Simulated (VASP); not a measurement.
The system is HfO2.

```xyz
6
Lattice="4.8135 0.0000 0.0000 0.0000 4.8135 0.0000 0.0000 0.0000 3.2054" Properties=species:S:1:pos:R:3 pbc="T T T"
Hf    2.4068    2.4068    1.6027
Hf    0.0000    0.0000    0.0000
O     3.8751    0.9384    1.6027
O     3.3452    3.3452    0.0000
O     1.4683    1.4683    0.0000
O     0.9384    3.8751    1.6027
```

Base run:

- Program: VASP 6.6.1
- Functional: PBE
- Potentials or basis: VASP PAW PBE potentials, release 64 (Hf_pv, O)
- Cutoff: 520 eV
- k mesh: 5 × 5 × 6
- Occupations: fermi-dirac, width 0.05 eV
- Spin: no spin polarisation
- Hubbard terms: Hf d U = 6.0 eV

Its results: band gap on the k mesh 4.82 eV, direct; pressure 21.0 GPa; largest force 0.196 eV/Å.

Question: The run is repeated on the same cell with these changes: hubbard terms from Hf d U = 6.0 eV to Hf d U = 8.0 eV; further incar settings from ALGO = Normal; EDIFF = 1e-06; NBANDS = 31 to ALGO = Normal; EDIFF = 1e-07; NBANDS = 31. What comes out?

Answer: Band gap on the k mesh 4.91 eV, direct; pressure 26.4 GPa; largest force 0.259 eV/Å.

Caveats: spin-orbit coupling is left out, which moves the levels of the heavy elements.

A k mesh can miss the band edges.
